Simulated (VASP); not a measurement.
A run of VASP 6.6.1 is set up as follows.

Contents of INCAR:

```
PREC = Accurate
ENCUT = 500
EDIFF = 1E-6
ISMEAR = -1
SIGMA = 0.15
LREAL = F
LASPH = T
NELM = 120
ALGO = Normal
ISIF = 2
LWAVE = F
LCHARG = T
GGA = PS
LELF = T
LVHAR = T
NBANDS = 12
GGA_COMPAT = F
```

KPOINTS

```
regular mesh
0
Gamma
  6 6 6
```

The input POSCAR:

```
Au
1.0
    0.0000000000      3.1510000000      3.1510000000
    3.1510000000      0.0000000000      3.1510000000
    3.1510000000      3.1510000000      0.0000000000
Au
1
Direct
    0.0000000000      0.0000000000      0.0000000000
```

Potentials or basis: VASP PAW PBE potentials, release 64 (Au).

Launch:

```sh
$ cat potpaw_PBE.64/Au/POTCAR > POTCAR
$ mpirun -np 1 vasp_std > vasp.out
```

Question: Estimate the pressure.

Answer: -3.4 GPa.

Caveat: the PAW data sets were made with another functional, which shifts forces and pressure a little.
